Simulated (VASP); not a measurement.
# La (P6_3/mmc) in VASP: further runs, part 2 of 2

VASP 6.6.1. The steps go on from the part before.

## Step 5: Single point, PBE

This run uses another cell than the first one, of 36.22 Å³/atom, 0.942 times its volume.

INCAR reads:

```
  PREC = Accurate
  ENCUT = 520
  EDIFF = 1E-7
  ISMEAR = -1
  SIGMA = 0.05
  LREAL = F
  LASPH = T
  NELM = 80
  ALGO = Normal
  ISIF = 2
  LWAVE = F
  LCHARG = F
  GGA = PE
  NBANDS = 18
```

KPOINTS reads:

```
Automatic mesh
0
Gamma
  7 7 4
```

POSCAR reads:

```
La
1.0
    3.7500000000      0.0000000000      0.0000000000
   -1.8750000000      3.2475952642      0.0000000000
    0.0000000000      0.0000000000      5.9486000000
La
2
Direct
    0.6666666667      0.3333333333      0.7500000000
    0.3333333333      0.6666666667      0.2500000000
```

Potentials or basis: VASP PAW PBE potentials, release 64 (La).

Launch:

```bash
> cat potpaw_PBE.64/La/POTCAR > POTCAR
> mpirun -np 1 vasp_std > vasp.out
```

OUTCAR:

```text
PREC = Accurate
   ENCUT = 520
   EDIFF = 1E-7
   ISMEAR = -1
   LREAL = F
   LASPH = T
   NELM = 80
   ISIF = 2
   GGA = PE

 ion  position               nearest neighbor table
   1  0.667  0.333  0.750-   2 3.68   2 3.68   2 3.68   2 3.68   2 3.68   2 3.68
   2  0.333  0.667  0.250-   1 3.68   1 3.68   1 3.68   1 3.68   1 3.68   1 3.68

  LATTYP: Found a hexagonal cell.
 ALAT       =     3.7500000000
 C/A-ratio  =     1.5862933333

  Lattice vectors:

 A1 = (   3.7500000000,   0.0000000000,   0.0000000000)
 A2 = (  -1.8750000000,   3.2475952642,   0.0000000000)
 A3 = (   0.0000000000,   0.0000000000,   5.9486000000)

Analysis of symmetry for initial positions (statically):
=====================================================================
 Subroutine PRICEL returns:
 Original cell was already a primitive cell.

 Routine SETGRP: Setting up the symmetry group for a
 hexagonal supercell.

 Subroutine GETGRP returns: Found 24 space group operations
 (whereof 12 operations were pure point group operations)
 out of a pool of 24 trial point group operations.

The static configuration has the point symmetry D_3d.
 The point group associated with its full space group is D_6h.

Analysis of symmetry for dynamics (positions and initial velocities):
=====================================================================
 Subroutine PRICEL returns:
 Original cell was already a primitive cell.

 Routine SETGRP: Setting up the symmetry group for a
 hexagonal supercell.

 Subroutine GETGRP returns: Found 24 space group operations
 (whereof 12 operations were pure point group operations)
 out of a pool of 24 trial point group operations.

The dynamic configuration has the point symmetry D_3d.
 The point group associated with its full space group is D_6h.

 Subroutine INISYM returns: Found 24 space group operations
 (whereof 12 operations are pure point group operations),
 and found     1 'primitive' translations

----------------------------------------------------------------------------------------

                                     Primitive cell

  volume of cell :      72.4449

  direct lattice vectors                    reciprocal lattice vectors
     3.750000000  0.000000000  0.000000000     0.266666667  0.153960072  0.000000000
    -1.875000000  3.247595264  0.000000000     0.000000000  0.307920144  0.000000000
     0.000000000  0.000000000  5.948600000     0.000000000  0.000000000  0.168106781

  length of vectors
     3.750000000  3.750000000  5.948600000     0.307920144  0.307920144  0.168106781

  position of ions in fractional coordinates (direct lattice)
     0.666666667  0.333333333  0.750000000
     0.333333333  0.666666667  0.250000000

  ion indices of the primitive-cell ions
   primitive index   ion index
                 1           1
                 2           2

----------------------------------------------------------------------------------------

 KPOINTS: Automatic mesh

Automatic generation of k-mesh.
 Grid dimensions read from file:
 generate k-points for:    7    7    4

 Generating k-lattice:

  Cartesian coordinates                     Fractional coordinates (reciprocal lattice)
     0.038095238  0.021994296  0.000000000     0.142857143  0.000000000  0.000000000
     0.000000000  0.043988592  0.000000000     0.000000000  0.142857143  0.000000000
     0.000000000  0.000000000  0.042026695     0.000000000  0.000000000  0.250000000

  Length of vectors
     0.043988592  0.043988592  0.042026695

  Shift w.r.t. Gamma in fractional coordinates (k-lattice)
     0.000000000  0.000000000  0.000000000

 Subroutine IBZKPT returns following result:
 ===========================================

 Found     24 irreducible k-points:

 Following reciprocal coordinates:
            Coordinates               Weight
  0.000000  0.000000  0.000000      1.000000
  0.142857  0.000000  0.000000      6.000000
  0.285714  0.000000  0.000000      6.000000
  0.428571  0.000000  0.000000      6.000000
  0.142857  0.142857  0.000000      6.000000
  0.285714  0.142857  0.000000     12.000000
[... 16 lines left out ...]
  0.428571  0.142857  0.500000      6.000000
  0.285714  0.285714  0.500000      6.000000
   k-points           NKPTS =     24   k-points in BZ     NKDIM =     24   number of bands    NBANDS=     18
   number of dos      NEDOS =    301   number of ions     NIONS =      2
   total plane-waves  NPLWV =  37632
   dimension x,y,z NGX =    28 NGY =   28 NGZ =   48
   dimension x,y,z NGXF=    56 NGYF=   56 NGZF=   96
   ions per type =               2
   NGX,Y,Z   is equivalent  to a cutoff of  12.41, 12.41, 13.41 a.u.
   NGXF,Y,Z  is equivalent  to a cutoff of  24.83, 24.83, 26.83 a.u.
 SYSTEM =  unknown system
   PREC   = accura    normal or accurate (medium, high low for compatibility)
   ISTART =      0    job   : 0-new  1-cont  2-samecut
   ICHARG =      2    charge: 1-file 2-atom 10-const
   ISPIN  =      1    spin polarized calculation?
   LNONCOLLINEAR =      F non collinear calculations
   LSORBIT =      F    spin-orbit coupling
   LASPH  =      T    aspherical Exc in radial PAW
   ENCUT  =  520.0 eV  38.22 Ry    6.18 a.u.   6.97  6.97 11.06*2*pi/ulx,y,z
   NELM   =     80;   NELMIN=  2; NELMDL= -5     # of ELM steps
   EDIFF  = 0.1E-06   stopping-criterion for ELM
   LREAL  =      F    real-space projection
   EDIFFG = 0.1E-05   stopping-criterion for IOM
   NSW    =      0    number of steps for IOM
   IBRION =     -1    ionic relax: 0-MD 1-quasi-New 2-CG
   NFREE  =      0    steps in history (QN), initial steepest desc. (CG)
   ISIF   =      2    stress and relaxation
   ISYM   =      2    0-nonsym 1-usesym 2-fastsym
   POTIM  = 0.5000    time-step for ionic-motion
   TEBEG  =    0.0;   TEEND  =   0.0 temperature during run
   PSTRESS=    0.0 pullay stress
   NELECT =      22.0000    total number of electrons
   NUPDOWN=      -1.0000    fix difference up-down
   EMIN   =  10.00;   EMAX   =-10.00  energy-range for DOS
   EFERMI =   0.00;   METHOD = LEGACY
   ISMEAR =    -1;   SIGMA  =   0.05  broadening in eV -4-tet -1-fermi 0-gaus
   EFERMI_NEDOS =   21; number of points for ismear=-14 and -15
   IALGO  =     38    algorithm
   IMIX   =      4    mixing-type and parameters
     AMIX     =   0.40;   BMIX     =  1.00
     AMIX_MAG =   1.60;   BMIX_MAG =  1.00
  volume/ion in A,a.u.               =      36.22       244.44
  Fermi-wavevector in a.u.,A,eV,Ry     =   1.100389  2.079435 16.474709  1.210857
  Thomas-Fermi vector in A             =   2.236800
   LORBIT       =      0    0 simple, 1 ext, 2 COOP (PROOUT), +10 PAW based schemes
   GGA     = PE    functional components
   LHFCALC =     F    Hartree Fock is set to
   AEXX    =    0.0000 exact exchange contribution
   IVDW    =     0    specifies the selected vdW correction
   LEPSILON=     F    determine dielectric tensor
   LRPA    =     F    only Hartree local field effects (RPA)
 non-spin polarized calculation
  energy-cutoff  :      520.00
  volume of cell :       72.44
 maximum number of plane-waves:      1964
 NGX is ok and might be reduce to    28
   NGX = 13   NGY = 13   NGZ = 23

 number of electron      21.9999999 magnetization

 Free energy of the ion-electron system (eV)
  ---------------------------------------------------
  ext. energy  EPLUGINS =         0.00000000
  ---------------------------------------------------
  free energy    TOTEN  =        -9.67858067 eV

  energy without entropy =       -9.62662995  energy(sigma->0) =       -9.65260531

 E-fermi :   8.0718     XC(G=0):  -9.6623

 val. band max:        8.0650978385   @ k =   0.2857   0.2857   0.5000
 cond. band min:       8.1169483262   @ k =   0.2857   0.1429   0.5000
 fundamental gap:      0.0518504878
 Fermi energy:         8.0717916843

 k-point     1 :       0.0000    0.0000    0.0000
  band No.  band energies     occupation
      1     -24.7235      2.00000
      2     -24.4829      2.00000
      3      -9.1823      2.00000
      4      -7.9147      2.00000
      5      -7.9147      2.00000
      6      -7.6963      2.00000
[... 10 lines left out ...]
     17       9.8100      0.00000
     18       9.9202      0.00000
[... 463 lines left out ...]
 k-point    24 :       0.2857    0.2857    0.5000
  band No.  band energies     occupation
      1     -24.4632      2.00000
      2     -24.4632      2.00000
      3      -8.9164      2.00000
      4      -8.9164      2.00000
      5      -8.4706      2.00000
      6      -8.4706      2.00000
[... 10 lines left out ...]
     17       9.9761      0.00000
     18       9.9761      0.00000

------------------------ aborting loop because EDIFF is reached ----------------------------------------

  FORCE on cell =-STRESS in cart. coord.  units (eV):
  Direction    XX          YY          ZZ          XY          YZ          ZX
  --------------------------------------------------------------------------------------
  -------------------------------------------------------------------------------------
  Total        0.4097549      0.4097549      1.0538360     -0.0000000      0.0000000     -0.0000000
  in kB        9.0620565      9.0620565     23.3064261     -0.0000000      0.0000000     -0.0000000
  external PRESSURE =      13.8101797 kB  Pullay stress =       0.0000000 kB

 VOLUME and BASIS-vectors are now :
 -----------------------------------------------------------------------------
  energy-cutoff  :      520.00
  volume of cell :       72.44
      direct lattice vectors                 reciprocal lattice vectors
     3.750000000  0.000000000  0.000000000     0.266666667  0.153960072  0.000000000
    -1.875000000  3.247595264  0.000000000     0.000000000  0.307920144  0.000000000
     0.000000000  0.000000000  5.948600000     0.000000000  0.000000000  0.168106781

 POSITION                                       TOTAL-FORCE (eV/Angst)
 -----------------------------------------------------------------------------------
      1.87500      1.08253      4.46145        -0.000000      0.000000      0.000000
     -0.00000      2.16506      1.48715         0.000000     -0.000000      0.000000
 -----------------------------------------------------------------------------------
    total drift:                                0.000000     -0.000000      0.000000

  FREE ENERGIE OF THE ION-ELECTRON SYSTEM (eV)
  ---------------------------------------------------
  free  energy   TOTEN  =        -9.6785806685 eV

  energy  without entropy=       -9.6266299461  energy(sigma->0) =       -9.65260531
```

stdout:

```text
POSCAR found type information on POSCAR La
 POSCAR found :  1 types and       2 ions
 scaLAPACK will be used
 LDA part: xc-table for (Slater+PW92), standard interpolation
 POSCAR, INCAR and KPOINTS ok, starting setup
 FFT: planning ... GRIDC
 FFT: planning ... GRID_SOFT
 FFT: planning ... GRID
 WAVECAR not read
 entering main loop
```

Wall time 63 s (1 thread of Intel Xeon 6975P-C, shared host); peak memory 0.2 GiB.

Results:

```yaml
Free_energy: -9.6786 eV
Pressure: 1.4 GPa
Band_gap_on_the_k_mesh: zero (band 11 reaches 9.26 eV, above the bottom of band 12 at 7.78 eV)
```

Stress tensor (GPa, compression positive):
```
0.91 0.00 0.00
0.00 0.91 0.00
0.00 0.00 2.33
```

Caveat: spin-orbit coupling is left out, which moves the levels of the heavy elements.

## Step 6: Overview

| level | cell | k mesh | gap on the mesh (eV) | pressure (GPa) |
| --- | --- | --- | --- | --- |
| r2SCAN | a = 3.799, b = 3.799, c = 6.150 Å, angles 90.0, 90.0, 120.0°, 2 atoms | 8 × 8 × 5 | none | -0.1 |
| r2SCAN | a = 3.824, b = 3.824, c = 6.189 Å, angles 90.0, 90.0, 120.0°, 2 atoms | 8 × 8 × 5 | none | -0.5 |
| PBE | a = 3.750, b = 3.750, c = 5.827 Å, angles 90.0, 90.0, 120.0°, 2 atoms | 7 × 7 × 4 | none | 2.0 |
| PBE | a = 3.750, b = 3.750, c = 5.949 Å, angles 90.0, 90.0, 120.0°, 2 atoms | 7 × 7 × 4 | none | 1.4 |

Alike in all rows: task single point; potentials or basis VASP PAW PBE potentials, release 64 (La); no spin polarisation; cutoff (eV) 520; smearing fermi-dirac 0.05 eV.

Caveats: spin-orbit coupling is left out, which moves the levels of the heavy elements; the PAW data sets were made with another functional, which shifts forces and pressure a little (some runs).

Total energies depend on the potentials used, so only differences within one code and one set of settings carry meaning.
